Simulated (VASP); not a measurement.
Write the native input for VASP 6.6.1 that does the following.

- Task: single point
- Functional: LDA
- Potentials or basis: VASP PAW LDA potentials, release 64 (Ba_sv)
- Cutoff: 520 eV
- k mesh: 11 × 11 × 10
- Occupations: fermi-dirac, width 0.1 eV
- Spin: no spin polarisation
- Dipole correction: no
- Further INCAR settings: ALGO = Normal; EDIFF = 1e-06; NBANDS = 11

The structure of Ba lies in POSCAR:

```
Ba
1.0
    4.0348676742      0.0000000000      0.0000000000
   -2.0174338371      3.4942979068      0.0000000000
    0.0000000000      0.0000000000      3.7371996635
Ba
1
Direct
    0.0000000000      0.0000000000      0.0000000000
```

One way to write it, as run:

INCAR

```
PREC = Accurate ; ENCUT = 520
EDIFF = 1E-6 ; ISMEAR = -1
SIGMA = 0.1 ; LREAL = False
LASPH = True ; NELM = 100
ALGO = Normal ; ISIF = 2
LWAVE = False ; LCHARG = False
NBANDS = 11
```

KPOINTS

```
Automatic mesh
0
Gamma
  11 11 10
```

Potentials or basis: VASP PAW LDA potentials, release 64 (Ba_sv).

Run with:

```sh
$ cat potpaw_LDA.64/Ba_sv/POTCAR > POTCAR
$ mpirun -np 1 vasp_std > vasp.out
```

It gave:

The pressure is 0.0 GPa and the band gap on the k mesh is zero (band 5 reaches 2.48 eV, above the bottom of band 6 at 1.79 eV).

Caveat: spin-orbit coupling is left out, which moves the levels of the heavy elements.

Run time: 26 s on 1 thread of Intel(R) Xeon(R) Platinum 8488C (Sapphire Rapids) (shared host), peak memory 0.17 GiB.
